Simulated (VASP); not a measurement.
Ir: single point with PBE

Crystal: Ir.

```
Ir
1.0
     0.00000    1.93774    1.93774
     1.93774    0.00000    1.93774
     1.93774    1.93774    0.00000
Ir
1
Direct
  0.00000 0.00000 0.00000
```

* Program: VASP 6.6.1
* Task: single point
* Functional: PBE
* Potentials or basis: VASP PAW PBE potentials, release 64 (Ir)
* Cutoff: 500 eV
* k mesh: 8 × 8 × 8
* Occupations: methfessel-paxton, width 0.05 eV
* Spin: no spin polarisation

* Pressure: 0.4 GPa

Levels at points of the mesh, in eV from the Fermi level:
```csv
k point,band 1,band 2,band 3,band 4,band 5,band 6,band 7,band 8,band 9
"(0.00, 0.00, 0.00)",-10.88,-3.78,-3.78,-3.78,-1.19,-1.19,14.30,19.75,19.75
"(0.50, 0.00, 0.00)",-7.87,-3.87,-3.87,-0.74,0.80,0.80,6.93,13.85,19.49
"(0.50, 0.50, 0.00)",-7.64,-7.10,0.77,1.34,1.34,1.64,10.08,11.52,11.52
```

It took 10 s on 1 thread of AMD EPYC 7R13 (shared host), peak memory 0.1 GiB.

Caveat: spin-orbit coupling is left out, which moves the levels of the heavy elements.
